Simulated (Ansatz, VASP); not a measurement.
## One calculation of Ta, two programs

```
Ta
1.0
     4.64181    0.00000    0.00000
     2.32091    4.01993    0.00000
     0.00000    0.00000   20.31758
Ta
14
Direct
  0.66667 0.66667 0.19687
  0.00000 0.00000 0.24351
  0.33333 0.33333 0.29014
  0.66667 0.66667 0.33678
  0.00000 0.00000 0.38341
  0.33333 0.33333 0.43005
  0.66667 0.66667 0.47668
  0.00000 0.00000 0.52332
  0.33333 0.33333 0.56995
  0.66667 0.66667 0.61659
  0.00000 0.00000 0.66322
  0.33333 0.33333 0.70986
  0.66667 0.66667 0.75649
  0.00000 0.00000 0.80313
```

Alike in both runs: task single point; functional PBEsol; k mesh 8 × 8 × 1; no spin polarisation.

```csv
,VASP,Ansatz
version,VASP 6.6.1,Ansatz 0.2.0
potentials or method,"VASP PAW PBE potentials, release 64 (Ta_pv)","plane-wave PAW, scalar-relativistic"
plane-wave cutoff (eV),400,420
occupations,"methfessel-paxton of order 1, width 0.1 eV","cold, width 0.1 eV"
valence electrons in the cell,154,182
```

|  | VASP | Ansatz | Ansatz less VASP |
| --- | --- | --- | --- |
| rms of the force components (eV/Å) | 0.586 | 0.586 | +0.0001 |

VASP's potentials were made for PBE, not for PBEsol, and Ansatz warns of the same on its side. Atom by atom the forces differ by 0.007 eV/Å (rms over components). VASP's potentials hold 154 valence electrons a cell and Ansatz's 182, so a difference there can come from the potentials and not from the codes. Ansatz's warnings: vacuum below fermi, vacuum density over bound.

Neither program's run includes spin-orbit coupling.
